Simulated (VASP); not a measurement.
Write the native input for VASP 6.6.1 that does the following.

| Quantity | Value |
| --- | --- |
| Task | single point |
| Functional | LDA |
| Potentials or basis | VASP PAW LDA potentials, release 64 (Nb_sv, Si) |
| Cutoff | 520 eV |
| k mesh | 14 × 14 × 14 |
| Occupations | fermi-dirac, width 0.1 eV |
| Spin | no spin polarisation |
| Dipole correction | no |
| Further INCAR settings | ALGO = Normal; EDIFF = 1e-07; NBANDS = 16 |

The structure of NbSi (CsCl type) lies in POSCAR:

```
NbSi
1.0
    3.1099964734      0.0000000000      0.0000000000
    0.0000000000      3.1099964734      0.0000000000
    0.0000000000      0.0000000000      3.1099964734
Nb Si
1 1
Direct
    0.0000000000      0.0000000000      0.0000000000
    0.5000000000      0.5000000000      0.5000000000
```

One way to write it, as run:

INCAR

```
SYSTEM = NbSi
PREC = Accurate
ENCUT = 520
EDIFF = 1E-7
ISMEAR = -1
SIGMA = 0.1
LREAL = .False.
LASPH = .True.
NELM = 100
ALGO = Normal
ISIF = 2
LWAVE = .False.
LCHARG = .False.
NBANDS = 16
```

KPOINTS

```
regular mesh
0
Gamma
  14 14 14
  0 0 0
```

Potentials or basis: VASP PAW LDA potentials, release 64 (Nb_sv, Si).

Command:

```bash
$ cat potpaw_LDA.64/Nb_sv/POTCAR potpaw_LDA.64/Si/POTCAR > POTCAR
$ mpirun -np 1 vasp_std > vasp.out
```

It gave:

```yaml
Pressure: 0.0 GPa
```

Run time: 29 s on 1 thread of Intel(R) Xeon(R) Platinum 8175M CPU @ 2.50GHz (Skylake/Cascade Lake), with other jobs on the host, peak memory 0.17 GiB.
